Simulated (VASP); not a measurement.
A run of VASP 6.6.1 is set up as follows.

INCAR

```
PREC = Accurate ; ENCUT = 520
EDIFF = 1E-6 ; ISMEAR = 0
SIGMA = 0.01 ; LREAL = F
LASPH = T ; NELM = 60
ALGO = Normal ; ISIF = 2
LWAVE = F ; LCHARG = T
GGA = PS ; LELF = T
LVHAR = T ; NBANDS = 11
```

File KPOINTS:

```
Automatic mesh
0
Gamma
  8 8 8
```

POSCAR

```
Si
1.0
    0.0000000000      2.7031444360      2.7031444360
    2.7031444360      0.0000000000      2.7031444360
    2.7031444360      2.7031444360      0.0000000000
Si
2
Direct
    0.2500000000      0.2500000000      0.2500000000
    0.0000000000      0.0000000000      0.0000000000
```

Potentials or basis: VASP PAW PBE potentials, release 64 (Si).

Run with:

```console
$ cat potpaw_PBE.64/Si/POTCAR > POTCAR
$ mpirun -np 1 vasp_std > vasp.out
```

**Question.** What does it give for the band gap on the k mesh?

**Answer.** 0.48 eV, indirect (least direct gap 2.52 eV).

**Question.** Estimate the pressure.

**Answer.** 1.6 GPa.

Caveat: the PAW data sets were made with another functional, which shifts forces and pressure a little. A k mesh can miss the band edges.
